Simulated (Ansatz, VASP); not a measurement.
## In3As, level by level in two programs

```
In As
1.0
     4.73316    0.00000    0.00000
     0.00000    4.73316    0.00000
     0.00000    0.00000    4.73316
In As
3 1
Direct
  0.50000 0.50000 0.00000
  0.50000 0.00000 0.50000
  0.00000 0.50000 0.50000
  0.00000 0.00000 0.00000
```

Single points on this cell with VASP 6.6.1 and Ansatz 0.2.0. Each row is one pair of runs. Alike in all rows: spin: off; k mesh: 6 × 6 × 6; smearing: fermi-dirac, width 0.05 eV.

| level | VASP's potentials, cutoff | Ansatz's potentials, cutoff | gap on the k mesh at the Fermi level (eV), VASP | gap on the k mesh at the Fermi level (eV), Ansatz | pressure (GPa), VASP | pressure (GPa), Ansatz |
| --- | --- | --- | --- | --- | --- | --- |
| LDA | VASP PAW LDA potentials, release 64 (In_d, As), 520 eV | Ansatz PAW, 420 eV | none | none | -5.1 | -5.1 |
| PBE | VASP PAW PBE potentials, release 64 (In_d, As), 520 eV | Ansatz PAW, 420 eV | ? | none | ? | -1.0 |
| r2SCAN | VASP PAW PBE potentials, release 64 (In_d, As), 520 eV | Ansatz PAW, 500 eV | none | none | -2.4 | -2.3 |

Task: Fill in what VASP gave in row 2.

Result: gap on the k mesh at the Fermi level (eV): none; pressure (GPa): -0.9.

VASP's potentials hold 44 valence electrons a cell and Ansatz's 54, so a difference there can come from the potentials and not from the codes.

A gap of «none» marks a metal or a gap that the smearing closes.
